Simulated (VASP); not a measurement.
Here is a VASP 6.6.1 calculation.

The input INCAR:

```
SYSTEM = Si
PREC = Accurate ; ENCUT = 500
EDIFF = 1E-6 ; ISMEAR = -1
SIGMA = 0.05 ; LREAL = .FALSE.
LASPH = .TRUE. ; NELM = 120
ALGO = Normal ; ISIF = 2
LWAVE = .FALSE. ; LCHARG = .TRUE.
GGA = PE ; LELF = .TRUE.
LVHAR = .TRUE. ; NBANDS = 11
GGA_COMPAT = .FALSE.
```

KPOINTS

```
regular mesh
0
G
  10 10 10
  0 0 0
```

POSCAR

```
Si
1.0
    0.0000000000      2.7154800000      2.7154800000
    2.7154800000      0.0000000000      2.7154800000
    2.7154800000      2.7154800000      0.0000000000
Si
2
Direct
    0.5000000000      0.5000000000      0.5000000000
    0.7500000000      0.7500000000      0.7500000000
```

Potentials or basis: VASP PAW PBE potentials, release 64 (Si).

The run is started by

```console
$ cat potpaw_PBE.64/Si/POTCAR > POTCAR
$ mpirun -np 1 vasp_std > vasp.out
```

Q: Predict the band gap on the k mesh.

A: 0.58 eV, indirect (least direct gap 2.57 eV).

Q: What does it give for the pressure?

A: 1.9 GPa.

A k mesh can miss the band edges.
